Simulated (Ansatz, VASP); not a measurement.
**TiN in VASP and in Ansatz**

File INCAR:

```
SYSTEM = TiN
PREC = Accurate
ENCUT = 520
EDIFF = 1E-7
ISMEAR = -1
SIGMA = 0.05
LREAL = .False.
LASPH = .True.
NELM = 100
ALGO = Normal
ISIF = 2
LWAVE = .False.
LCHARG = .False.
GGA = PE
NBANDS = 16
```

KPOINTS

```
Automatic mesh
0
Gamma
  13 13 13
  0 0 0
```

The input POSCAR:

```
TiN
1.0
    0.0000000000      2.1077579601      2.1077579601
    2.1077579601      0.0000000000      2.1077579601
    2.1077579601      2.1077579601      0.0000000000
Ti N
1 1
Direct
    0.0000000000      0.0000000000      0.0000000000
    0.5000000000      0.5000000000      0.5000000000
```

Input for Ansatz:

```yaml
crystal:
  lattice:
    - [0.0, 2.1077579601, 2.1077579601]
    - [2.1077579601, 0.0, 2.1077579601]
    - [2.1077579601, 2.1077579601, 0.0]
  atoms:
    - { symbol: Ti, position: [0.0, 0.0, 0.0] }
    - { symbol: "N", position: [0.5, 0.5, 0.5] }
kpoints:
  mp_grid: { grid: [13, 13, 13] }
scf:
  occupations: { method: fermi_dirac, width: 0.05 }
hamiltonian:
  xc: pbe
  pseudopotentials: { kind: all_electron, lapw: { basis_error: 0.0005 } }
output:
  forces: true
  stress: true
  eigenvalues: true
```

Change from the starting cell: volume scaled by 0.98.

Alike in both runs: task single point; functional PBE; k mesh 13 × 13 × 13; occupations fermi-dirac, width 0.05 eV; no spin polarisation.

|  | VASP | Ansatz |
| --- | --- | --- |
| version | VASP 6.6.1 | Ansatz 0.2.0 |
| potentials or method | VASP PAW PBE potentials, release 64 (Ti_sv, N), cutoff 520 eV | all-electron LAPW, scalar-relativistic |

```csv
,VASP,Ansatz,Ansatz less VASP
pressure (GPa),6.9,6.4,-0.47
```

Ansatz ran all-electron here, and VASP with PAW potentials.
